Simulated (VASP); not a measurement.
# Bi: single point with PBEsol

Crystal: Bi.

```
Bi
1.0
     2.27300    1.31232    3.95400
    -2.27300    1.31232    3.95400
     0.00000   -2.62463    3.95400
Bi
2
Direct
  0.23389 0.23389 0.23389
  0.81374 0.81374 0.67086
```

This cell differs from its parent crystal: one atom moved.

```yaml
Program: VASP 6.6.1
Task: single point
Functional: PBEsol
Potentials_or_basis: VASP PAW PBE potentials, release 64 (Bi_d)
Cutoff: 520 eV
k_mesh: 12 × 12 × 12
Occupations: gaussian, width 0.1 eV
Spin: no spin polarisation
Dipole_correction: no
Further_INCAR_settings: ALGO = Normal; EDIFF = 1e-06; NBANDS = 22
```

```
Pressure               : 1.5 GPa
Largest force          : 1.736 eV/Å
Band gap on the k mesh : zero (band 15 reaches 6.25 eV, above the bottom of band 16 at 6.18 eV)
```

Forces in eV/Å, atoms in the order of the input:
```
Bi   0.000  1.434  0.979
Bi   0.000 -1.434 -0.979
```

Stress tensor (GPa, compression positive):
```
-2.16  0.00  0.00
 0.00  5.90  6.13
 0.00  6.13  0.87
```

Levels at points of the mesh, in eV from the Fermi level:
```csv
k point,band 13,band 14,band 15,band 16,band 17,band 18
"(0.00, 0.00, 0.00)",-1.96,-1.31,-0.94,1.94,1.97,3.60
"(0.50, 0.00, 0.00)",-1.70,-1.61,-0.85,0.15,0.19,1.58
"(0.00, 0.00, 0.50)",-1.95,-1.27,-1.11,0.20,0.65,1.39
"(0.50, 0.50, 0.00)",-4.30,-3.36,-2.98,2.58,4.73,4.90
"(0.50, 0.00, 0.50)",-4.94,-3.14,-2.82,1.46,5.33,5.68
"(0.50, 0.50, 0.50)",-1.52,-1.17,-0.41,0.23,0.69,1.70
```

Run time: 6.3 min on 1 thread of Intel(R) Xeon(R) Platinum 8488C (Sapphire Rapids), on a shared host, peak memory 0.64 GiB.

Caveat: the cell differs from its parent crystal (one atom moved); the PAW data sets were made with another functional, which shifts forces and pressure a little; spin-orbit coupling is left out, which moves the levels of the heavy elements.
